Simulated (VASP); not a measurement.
# PbO (P4/nmm) in VASP: a series of runs

PbO is run at these levels: PBEsol; tasks: single point.

All numbers are computed with VASP 6.6.1; they aren't measurements. Logs are shortened: lines on timing, memory, paths and dates and some standing lists are left out, and cuts for length are marked.

### 1 The cell of the first run

Symmetry: P4/nmm, No. 129, tetragonal system. Conventional cell: a = 3.855 Å, b = 3.855 Å, c = 4.871 Å, α = 90.00°, β = 90.00°, γ = 90.00°. Pb (site symmetry 4mm) has 4 O at 2.24 Å within 3.0 Å. O (site symmetry -4m2) has 4 Pb at 2.24 Å and 4 O at 2.73 Å within 3.0 Å.

### 2 Single point, PBEsol (strain -0.030 along x and y, -0.030 along z)

File INCAR:

```
PREC = Accurate
ENCUT = 520
EDIFF = 1E-7
ISMEAR = 0
SIGMA = 0.05
LREAL = F
LASPH = T
NELM = 100
ALGO = Normal
ISIF = 2
LWAVE = F
LCHARG = F
GGA = PS
NBANDS = 28
```

File KPOINTS:

```
Automatic mesh
0
Gamma
  8 8 6
```

File POSCAR:

```
PbO
1.0
    3.8551680000      0.0000000000      0.0000000000
    0.0000000000      3.8551680000      0.0000000000
    0.0000000000      0.0000000000      4.8713400000
Pb O
2 2
Direct
    0.0000000000      0.5000000000      0.2351000000
    0.5000000000      0.0000000000      0.7649000000
    0.0000000000      0.0000000000      0.0000000000
    0.5000000000      0.5000000000      0.0000000000
```

Potentials or basis: VASP PAW PBE potentials, release 64 (Pb_d, O).

Run with:

```sh
$ cat potpaw_PBE.64/Pb_d/POTCAR potpaw_PBE.64/O/POTCAR > POTCAR
$ mpirun -np 1 vasp_std > vasp.out
```

OUTCAR:

```text
PREC = Accurate
   ENCUT = 520
   EDIFF = 1E-7
   ISMEAR = 0
   LREAL = F
   LASPH = T
   NELM = 100
   ISIF = 2
   GGA = PS

 ion  position               nearest neighbor table
   1  0.000  0.500  0.235-   3 2.24   4 2.24   3 2.24   4 2.24   2 3.56   2 3.56   2 3.56   2 3.56
                             2 3.75   2 3.75   2 3.75   2 3.75
   2  0.500  0.000  0.765-   3 2.24   4 2.24   4 2.24   3 2.24   1 3.56   1 3.56   1 3.56   1 3.56
                             1 3.75   1 3.75   1 3.75   1 3.75
   3  0.000  0.000  0.000-   1 2.24   2 2.24   1 2.24   2 2.24
   4  0.500  0.500  0.000-   1 2.24   2 2.24   2 2.24   1 2.24

  LATTYP: Found a simple tetragonal cell.
 ALAT       =     3.8551680000
 C/A-ratio  =     1.2635869565

  Lattice vectors:

 A1 = (   3.8551680000,   0.0000000000,   0.0000000000)
 A2 = (   0.0000000000,   3.8551680000,   0.0000000000)
 A3 = (   0.0000000000,   0.0000000000,   4.8713400000)

Analysis of symmetry for initial positions (statically):
=====================================================================
 Subroutine PRICEL returns:
 Original cell was already a primitive cell.

 Routine SETGRP: Setting up the symmetry group for a
 simple tetragonal supercell.

 Subroutine GETGRP returns: Found 16 space group operations
 (whereof  8 operations were pure point group operations)
 out of a pool of 16 trial point group operations.

The static configuration has the point symmetry D_2d.
 The point group associated with its full space group is D_4h.

Analysis of symmetry for dynamics (positions and initial velocities):
=====================================================================
 Subroutine PRICEL returns:
 Original cell was already a primitive cell.

 Routine SETGRP: Setting up the symmetry group for a
 simple tetragonal supercell.

 Subroutine GETGRP returns: Found 16 space group operations
 (whereof  8 operations were pure point group operations)
 out of a pool of 16 trial point group operations.

The dynamic configuration has the point symmetry D_2d.
 The point group associated with its full space group is D_4h.

 Subroutine INISYM returns: Found 16 space group operations
 (whereof  8 operations are pure point group operations),
 and found     1 'primitive' translations

----------------------------------------------------------------------------------------

                                     Primitive cell

  volume of cell :      72.3994

  direct lattice vectors                    reciprocal lattice vectors
     3.855168000  0.000000000  0.000000000     0.259392068  0.000000000  0.000000000
     0.000000000  3.855168000  0.000000000     0.000000000  0.259392068  0.000000000
     0.000000000  0.000000000  4.871340000     0.000000000  0.000000000  0.205282325

  length of vectors
     3.855168000  3.855168000  4.871340000     0.259392068  0.259392068  0.205282325

  position of ions in fractional coordinates (direct lattice)
     0.000000000  0.500000000  0.235100000
     0.500000000  0.000000000  0.764900000
     0.000000000  0.000000000  0.000000000
     0.500000000  0.500000000  0.000000000

  ion indices of the primitive-cell ions
   primitive index   ion index
                 1           1
                 2           2
                 3           3
                 4           4

----------------------------------------------------------------------------------------

 KPOINTS: Automatic mesh

Automatic generation of k-mesh.
 Grid dimensions read from file:
 generate k-points for:    8    8    6

 Generating k-lattice:

  Cartesian coordinates                     Fractional coordinates (reciprocal lattice)
     0.032424008  0.000000000  0.000000000     0.125000000  0.000000000  0.000000000
     0.000000000  0.032424008  0.000000000     0.000000000  0.125000000  0.000000000
     0.000000000  0.000000000  0.034213721     0.000000000  0.000000000  0.166666667

  Length of vectors
     0.032424008  0.032424008  0.034213721

  Shift w.r.t. Gamma in fractional coordinates (k-lattice)
     0.000000000  0.000000000  0.000000000

 Subroutine IBZKPT returns following result:
 ===========================================

 Found     60 irreducible k-points:

 Following reciprocal coordinates:
            Coordinates               Weight
  0.000000  0.000000  0.000000      1.000000
  0.125000  0.000000  0.000000      4.000000
  0.250000  0.000000  0.000000      4.000000
  0.375000  0.000000  0.000000      4.000000
  0.500000  0.000000  0.000000      2.000000
  0.125000  0.125000  0.000000      4.000000
[... 16 lines left out ...]
  0.375000  0.125000  0.166667     16.000000
  0.500000  0.125000  0.166667      8.000000
 [... further k-points ...]
   k-points           NKPTS =     60   k-points in BZ     NKDIM =     60   number of bands    NBANDS=     28
   number of dos      NEDOS =    301   number of ions     NIONS =      4
   total plane-waves  NPLWV =  32400
   dimension x,y,z NGX =    30 NGY =   30 NGZ =   36
   dimension x,y,z NGXF=    60 NGYF=   60 NGZF=   72
   ions per type =               2   2
   NGX,Y,Z   is equivalent  to a cutoff of  12.94, 12.94, 12.29 a.u.
   NGXF,Y,Z  is equivalent  to a cutoff of  25.87, 25.87, 24.57 a.u.
 SYSTEM =  unknown system
   PREC   = accura    normal or accurate (medium, high low for compatibility)
   ISTART =      0    job   : 0-new  1-cont  2-samecut
   ICHARG =      2    charge: 1-file 2-atom 10-const
   ISPIN  =      1    spin polarized calculation?
   LNONCOLLINEAR =      F non collinear calculations
   LSORBIT =      F    spin-orbit coupling
   LASPH  =      T    aspherical Exc in radial PAW
   ENCUT  =  520.0 eV  38.22 Ry    6.18 a.u.   7.17  7.17  9.06*2*pi/ulx,y,z
   NELM   =    100;   NELMIN=  2; NELMDL= -5     # of ELM steps
   EDIFF  = 0.1E-06   stopping-criterion for ELM
   LREAL  =      F    real-space projection
   EDIFFG = 0.1E-05   stopping-criterion for IOM
   NSW    =      0    number of steps for IOM
   IBRION =     -1    ionic relax: 0-MD 1-quasi-New 2-CG
   NFREE  =      0    steps in history (QN), initial steepest desc. (CG)
   ISIF   =      2    stress and relaxation
   ISYM   =      2    0-nonsym 1-usesym 2-fastsym
   POTIM  = 0.5000    time-step for ionic-motion
   TEBEG  =    0.0;   TEEND  =   0.0 temperature during run
   PSTRESS=    0.0 pullay stress
   NELECT =      40.0000    total number of electrons
   NUPDOWN=      -1.0000    fix difference up-down
   EMIN   =  10.00;   EMAX   =-10.00  energy-range for DOS
   EFERMI =   0.00;   METHOD = LEGACY
   ISMEAR =     0;   SIGMA  =   0.05  broadening in eV -4-tet -1-fermi 0-gaus
   EFERMI_NEDOS =   21; number of points for ismear=-14 and -15
   IALGO  =     38    algorithm
   IMIX   =      4    mixing-type and parameters
     AMIX     =   0.40;   BMIX     =  1.00
     AMIX_MAG =   1.60;   BMIX_MAG =  1.00
  volume/ion in A,a.u.               =      18.10       122.14
  Fermi-wavevector in a.u.,A,eV,Ry     =   1.343331  2.538528 24.552244  1.804539
  Thomas-Fermi vector in A             =   2.471414
   LORBIT       =      0    0 simple, 1 ext, 2 COOP (PROOUT), +10 PAW based schemes
   GGA     = PS    functional components
   LHFCALC =     F    Hartree Fock is set to
   AEXX    =    0.0000 exact exchange contribution
   IVDW    =     0    specifies the selected vdW correction
   LEPSILON=     F    determine dielectric tensor
   LRPA    =     F    only Hartree local field effects (RPA)
 non-spin polarized calculation
 Gauss-broadening in eV      SIGMA  =   0.05
  energy-cutoff  :      520.00
  volume of cell :       72.40
 maximum number of plane-waves:      1968
 NGX is ok and might be reduce to    30
   NGX = 15   NGY = 15   NGZ = 19

 number of electron      40.0000002 magnetization

 Free energy of the ion-electron system (eV)
  ---------------------------------------------------
  ext. energy  EPLUGINS =         0.00000000
  ---------------------------------------------------
  free energy    TOTEN  =       -22.62555791 eV

  energy without entropy =      -22.62555791  energy(sigma->0) =      -22.62555791

 E-fermi :   6.4933     XC(G=0): -10.5533

 val. band max:        6.2214447892   @ k =   0.1250   0.0000   0.0000
 cond. band min:       7.2297446335   @ k =   0.5000   0.5000   0.0000
 fundamental gap:      1.0082998444
 Fermi energy:         6.4933283236

 k-point     1 :       0.0000    0.0000    0.0000
  band No.  band energies     occupation
      1     -13.2259      2.00000
      2     -12.4033      2.00000
      3     -10.0451      2.00000
      4     -10.0451      2.00000
      5      -9.9440      2.00000
      6      -9.9412      2.00000
[... 20 lines left out ...]
     27      13.7740      0.00000
     28      14.1728      0.00000

 k-point     2 :       0.1250    0.0000    0.0000
  band No.  band energies     occupation
      1     -13.1783      2.00000
      2     -12.4207      2.00000
      3     -10.0347      2.00000
      4     -10.0317      2.00000
      5      -9.9285      2.00000
      6      -9.9263      2.00000
[... 20 lines left out ...]
     27      14.0012      0.00000
     28      15.3970      0.00000

 k-point     3 :       0.2500    0.0000    0.0000
  band No.  band energies     occupation
      1     -13.0512      2.00000
      2     -12.4770      2.00000
      3     -10.0056      2.00000
      4      -9.9946      2.00000
      5      -9.8939      2.00000
      6      -9.8753      2.00000
[... 20 lines left out ...]
     27      14.3055      0.00000
     28      17.3850      0.00000

 k-point     4 :       0.3750    0.0000    0.0000
  band No.  band energies     occupation
      1     -12.8838      2.00000
      2     -12.5768      2.00000
      3      -9.9638      2.00000
      4      -9.9460      2.00000
      5      -9.8776      2.00000
      6      -9.8734      2.00000
[... 578 lines left out ...]
     27      15.3985      0.00000
     28      16.6442      0.00000

 k-point    23 :       0.3750    0.1250    0.1667
  band No.  band energies     occupation
      1     -12.8600      2.00000
      2     -12.5787      2.00000
      3      -9.9690      2.00000
      4      -9.9272      2.00000
      5      -9.8885      2.00000
      6      -9.8532      2.00000
[... 20 lines left out ...]
     27      15.6111      0.00000
     28      16.0226      0.00000

 k-point    24 :       0.5000    0.1250    0.1667
  band No.  band energies     occupation
      1     -12.7077      2.00000
      2     -12.7077      2.00000
      3      -9.9353      2.00000
      4      -9.9353      2.00000
      5      -9.8759      2.00000
      6      -9.8759      2.00000
[... 20 lines left out ...]
     27      15.7719      0.00000
     28      15.7719      0.00000

 [... further k-points ...]
[... 5 lines left out ...]
  --------------------------------------------------------------------------------------
  -------------------------------------------------------------------------------------
  Total        5.1790745      5.1790745      4.2553752      0.0000000     -0.0000000      0.0000000
  in kB      114.6113637    114.6113637     94.1701755      0.0000000     -0.0000000      0.0000000
  external PRESSURE =     107.7976343 kB  Pullay stress =       0.0000000 kB

 VOLUME and BASIS-vectors are now :
 -----------------------------------------------------------------------------
  energy-cutoff  :      520.00
  volume of cell :       72.40
      direct lattice vectors                 reciprocal lattice vectors
     3.855168000  0.000000000  0.000000000     0.259392068  0.000000000  0.000000000
     0.000000000  3.855168000  0.000000000     0.000000000  0.259392068  0.000000000
     0.000000000  0.000000000  4.871340000     0.000000000  0.000000000  0.205282325

 POSITION                                       TOTAL-FORCE (eV/Angst)
 -----------------------------------------------------------------------------------
      0.00000      1.92758      1.14525        -0.000000     -0.000000      1.600815
      1.92758      0.00000      3.72609         0.000000      0.000000     -1.600815
      0.00000      0.00000      0.00000        -0.000000     -0.000000      0.000000
      1.92758      1.92758      0.00000         0.000000      0.000000      0.000000
 -----------------------------------------------------------------------------------
    total drift:                                0.000000      0.000000     -0.000000

  FREE ENERGIE OF THE ION-ELECTRON SYSTEM (eV)
  ---------------------------------------------------
  free  energy   TOTEN  =       -22.6255579116 eV

  energy  without entropy=      -22.6255579116  energy(sigma->0) =      -22.62555791
```

It took 3.8 min on 1 thread of AMD EPYC 7R13, shared host; peak memory 0.21 GiB.

What came out:

```yaml
Free_energy: -22.6256 eV
Pressure: 10.8 GPa
Largest_force: 1.601 eV/Å
Band_gap_on_the_k_mesh: 1.01 eV, indirect (least direct gap 2.34 eV)
```

Forces in eV/Å, atoms in the order of the input:
```
Pb   0.000  0.000  1.601
Pb   0.000  0.000 -1.601
O    0.000  0.000  0.000
O    0.000  0.000  0.000
```

Levels at points of the mesh, in eV from the valence-band top:
| k point | band 17 | band 18 | band 19 | band 20 | band 21 | band 22 | band 23 | band 24 |
| --- | --- | --- | --- | --- | --- | --- | --- | --- |
| (0.00, 0.00, 0.00) | -2.25 | -2.25 | -2.21 | -0.02 | 2.46 | 5.37 | 5.83 | 5.83 |
| (0.50, 0.00, 0.00) | -3.72 | -3.72 | -2.06 | -2.06 | 3.47 | 3.47 | 6.75 | 6.75 |
| (0.50, 0.50, 0.00) | -1.83 | -1.83 | -1.55 | -1.55 | 1.01 | 1.01 | 5.24 | 5.24 |
| (0.00, 0.00, 0.50) | -2.28 | -2.28 | -2.25 | -1.33 | 1.79 | 3.95 | 3.95 | 4.29 |
| (0.50, 0.00, 0.50) | -3.69 | -3.69 | -1.27 | -1.27 | 3.08 | 3.08 | 6.56 | 6.56 |
| (0.50, 0.50, 0.50) | -2.50 | -2.50 | -1.55 | -1.55 | 3.37 | 3.37 | 4.89 | 4.89 |

Caveat: the cell differs from its parent crystal (strain -0.030 along x and y, -0.030 along z); the PAW data sets were made with another functional, which shifts forces and pressure a little; spin-orbit coupling is left out, which moves the levels of the heavy elements.

### 3 Single point, PBEsol (strain -0.030 along x and y, -0.015 along z)

File INCAR:

```
PREC = Accurate ; ENCUT = 520
EDIFF = 1E-6 ; ISMEAR = 0
SIGMA = 0.05 ; LREAL = False
LASPH = True ; NELM = 100
ALGO = Normal ; ISIF = 2
LWAVE = False ; LCHARG = True
GGA = PS ; LELF = True
LVHAR = True ; NBANDS = 28
```

KPOINTS is that of step 2.

Changes to POSCAR since step 2:

```diff
@@ -4,3 +4,3 @@
     0.0000000000      3.8551680000      0.0000000000
-    0.0000000000      0.0000000000      4.8713400000
+    0.0000000000      0.0000000000      4.9466700000
 Pb O
```

Potentials or basis: VASP PAW PBE potentials, release 64 (Pb_d, O).

Run with:

```sh
$ cat potpaw_PBE.64/Pb_d/POTCAR potpaw_PBE.64/O/POTCAR > POTCAR
$ mpirun -np 1 vasp_std > vasp.out
```

Wall time 3.5 min (1 thread of AMD EPYC 7R13, shared host); peak memory 0.22 GiB.

The run converged. Its results:

```yaml
Free_energy: -22.6860 eV
Pressure: 9.1 GPa
Largest_force: 1.286 eV/Å
Band_gap_on_the_k_mesh: 1.00 eV, indirect (least direct gap 2.36 eV)
```

Forces in eV/Å, atoms in the order of the input:
```
Pb   0.000  0.000  1.286
Pb   0.000  0.000 -1.286
O    0.000  0.000  0.000
O    0.000  0.000  0.000
```

Stress tensor (GPa, compression positive):
```
9.85 0.00 0.00
0.00 9.85 0.00
0.00 0.00 7.53
```

Levels at points of the mesh, in eV from the valence-band top:
```
           k point  band 16  band 17  band 18  band 19  band 20  band 21  band 22  band 23  band 24  band 25
(0.00, 0.00, 0.00)    -5.01    -2.17    -2.15    -2.15    -0.01     2.43     5.29     5.81     5.81     6.65
(0.50, 0.00, 0.00)    -3.88    -3.62    -3.62    -2.07    -2.07     3.38     3.38     6.69     6.69     6.97
(0.50, 0.50, 0.00)    -4.18    -1.88    -1.88    -1.47    -1.47     1.00     1.00     5.15     5.15     8.05
(0.00, 0.00, 0.50)    -4.18    -2.20    -2.18    -2.18    -1.39     1.87     3.97     3.97     4.35     8.68
(0.50, 0.00, 0.50)    -4.36    -3.59    -3.59    -1.29    -1.29     3.01     3.01     6.55     6.55     7.60
(0.50, 0.50, 0.50)    -4.65    -2.49    -2.49    -1.47    -1.47     3.31     3.31     4.76     4.76     5.83
```

Caveat: the cell differs from its parent crystal (strain -0.030 along x and y, -0.015 along z); the PAW data sets were made with another functional, which shifts forces and pressure a little; spin-orbit coupling is left out, which moves the levels of the heavy elements. A k mesh can miss the band edges.

### 4 Single point, PBEsol (strain -0.030 along x and y, +0.000 along z)

File INCAR:

```
ALGO = Normal
EDIFF = 1E-6
ENCUT = 520
GGA = PS
ISIF = 2
ISMEAR = 0
LASPH = T
LCHARG = T
LELF = T
LREAL = F
LVHAR = T
LWAVE = F
NBANDS = 28
NELM = 100
PREC = Accurate
SIGMA = 0.05
```

File KPOINTS:

```
k-points
0
Gamma
  8 8 6
```

Changes to POSCAR since step 3:

```diff
@@ -4,3 +4,3 @@
     0.0000000000      3.8551680000      0.0000000000
-    0.0000000000      0.0000000000      4.9466700000
+    0.0000000000      0.0000000000      5.0220000000
 Pb O
```

Run with:

```sh
$ cat potpaw_PBE.64/Pb_d/POTCAR potpaw_PBE.64/O/POTCAR > POTCAR
$ mpirun -np 1 vasp_std > vasp.out
```

Run time: 3.1 min. Hardware: 1 thread of AMD EPYC 7R13, shared host; peak memory 0.22 GiB.

It converged, with:

```
Free energy            : -22.7335 eV
Pressure               : 7.5 GPa
Largest force          : 0.973 eV/Å
Band gap on the k mesh : 0.99 eV, indirect (least direct gap 2.38 eV)
```

Forces in eV/Å, atoms in the order of the input:
```
Pb   0.000  0.000  0.973
Pb   0.000  0.000 -0.973
O    0.000  0.000  0.000
O    0.000  0.000  0.000
```

Stress tensor (GPa, compression positive):
```
8.39 0.00 0.00
0.00 8.39 0.00
0.00 0.00 5.69
```

Levels at points of the mesh, in eV from the valence-band top:
```csv
k point,band 17,band 18,band 19,band 20,band 21,band 22,band 23,band 24
"(0.00, 0.00, 0.00)",-2.13,-2.05,-2.05,0.00,2.39,5.22,5.78,5.78
"(0.50, 0.00, 0.00)",-3.52,-3.52,-2.07,-2.07,3.29,3.29,6.64,6.64
"(0.50, 0.50, 0.00)",-1.92,-1.92,-1.39,-1.39,0.99,0.99,5.06,5.06
"(0.00, 0.00, 0.50)",-2.16,-2.08,-2.08,-1.44,1.94,3.98,3.98,4.42
"(0.50, 0.00, 0.50)",-3.49,-3.49,-1.31,-1.31,2.93,2.93,6.54,6.54
"(0.50, 0.50, 0.50)",-2.49,-2.49,-1.39,-1.39,3.26,3.26,4.62,4.62
```

Caveat: the cell differs from its parent crystal (strain -0.030 along x and y, +0.000 along z); the PAW data sets were made with another functional, which shifts forces and pressure a little; spin-orbit coupling is left out, which moves the levels of the heavy elements. A k mesh can miss the band edges.

(Continued in part 2 of 2.)
